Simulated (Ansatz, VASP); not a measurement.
## Si2Mo in VASP and in Ansatz

Contents of INCAR:

```
SYSTEM = Si2Mo
PREC     = Accurate       ! precision mode
ENCUT    = 520            ! plane-wave cutoff, eV
EDIFF    = 1E-6           ! SCF threshold, eV
ISMEAR   = -1             ! smearing method
SIGMA    = 0.05           ! smearing width, eV
LREAL    = .FALSE.        ! projectors in reciprocal space
LASPH    = .TRUE.         ! aspherical terms in the spheres
NELM     = 80             ! most SCF steps
ALGO     = Normal         ! electronic algorithm
ISIF     = 2              ! what is computed and relaxed
LWAVE    = .FALSE.        ! write WAVECAR
LCHARG   = .FALSE.        ! write CHGCAR
GGA      = PE             ! functional
NBANDS   = 18             ! bands
```

File KPOINTS:

```
Automatic mesh
0
G
  16 16 16
  0 0 0
```

POSCAR

```
Si2Mo
1.0
   -1.5998054742      1.5998054742      3.9194723555
    1.5998054742     -1.5998054742      3.9194723555
    1.5998054742      1.5998054742     -3.9194723555
Si Mo
2 1
Direct
    0.6651147117      0.6651147117      0.0000000000
    0.3348852883      0.3348852883      0.0000000000
    0.0000000000      0.0000000000      0.0000000000
```

Input for Ansatz:

```yaml
crystal:
  lattice:
    - [-1.5998054742, 1.5998054742, 3.9194723555]
    - [1.5998054742, -1.5998054742, 3.9194723555]
    - [1.5998054742, 1.5998054742, -3.9194723555]
  atoms:
    - { symbol: Si, position: [0.6651147117, 0.6651147117, 0.0] }
    - { symbol: Si, position: [0.3348852883, 0.3348852883, 0.0] }
    - { symbol: Mo, position: [0.0, 0.0, 0.0] }
kpoints:
  mp_grid: { grid: [16, 16, 16] }
  band_path:
    path:
      - [0.0, 0.0, 0.0]
      - [0.0, 0.0, 0.5]
      - [0.25, 0.25, 0.25]
      - [0.0, 0.5, 0.0]
      - [0.0, 0.0, 0.0]
      - [0.5, 0.5, -0.5]
      - [0.2916503979, 0.7083496021, -0.2916503979]
      - [-0.2916503979, 0.2916503979, 0.2916503979]
      - [0.0, 0.0, 0.0]
    npoints: 14
scf:
  occupations: { method: fermi_dirac, width: 0.05 }
hamiltonian:
  xc: pbe
  pseudopotentials: { kind: all_electron, lapw: { basis_error: 0.001 } }
output:
  forces: true
  stress: true
  eigenvalues: true
  populations: true
```

Alike in both runs: task single point; functional PBE; k mesh 16 × 16 × 16; occupations fermi-dirac, width 0.05 eV; no spin polarisation.

|  | VASP | Ansatz |
| --- | --- | --- |
| version | VASP 6.6.1 | Ansatz 0.2.0 |
| potentials or method | VASP PAW PBE potentials, release 64 (Si, Mo_sv), cutoff 520 eV | all-electron LAPW, scalar-relativistic |

```csv
,VASP,Ansatz,Ansatz less VASP
pressure (GPa),3.4,3.2,-0.14
rms of the force components (eV/Å),0.003,0.002,-0.0017
```

Atom by atom the forces differ by 0.002 eV/Å (rms over components). Ansatz ran all-electron here, and VASP with PAW potentials.
